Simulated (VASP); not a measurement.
Input of a VASP 6.6.1 run:

Contents of INCAR:

```
  ALGO = Normal
  EDIFF = 1E-6
  EDIFFG = -0.01
  ENCUT = 600
  GGA = CA
  IBRION = 2
  ISIF = 3
  ISMEAR = -1
  LASPH = True
  LCHARG = False
  LREAL = False
  LWAVE = False
  NELM = 80
  NSW = 60
  PREC = Accurate
  SIGMA = 0.05
```

Contents of KPOINTS:

```
k-points
0
Gamma
  11 11 6
```

POSCAR

```
Re
1.0
    2.7608000000      0.0000000000      0.0000000000
   -1.3804000000      2.3909229348      0.0000000000
    0.0000000000      0.0000000000      4.4582000000
Re
2
Direct
    0.6666666667      0.3333333333      0.7500000000
    0.3333333333      0.6666666667      0.2500000000
```

Potentials or basis: VASP PAW LDA potentials, release 64 (Re).

Run with:

```console
$ cat potpaw_LDA.64/Re/POTCAR > POTCAR
$ mpirun -np 1 vasp_std > vasp.out
```

(1) Predict the band gap on the k mesh.

(2) What does it give for the relaxed volume?

(3) Predict the space group after relaxing (to 0.1 Å).

Results:

(1) zero (bands 7 and 8 overlap by 3.32 eV).

(2) 14.39 Å³/atom.

(3) P6_3/mmc (No. 194).

Caveat: spin-orbit coupling is left out, which moves the levels of the heavy elements.
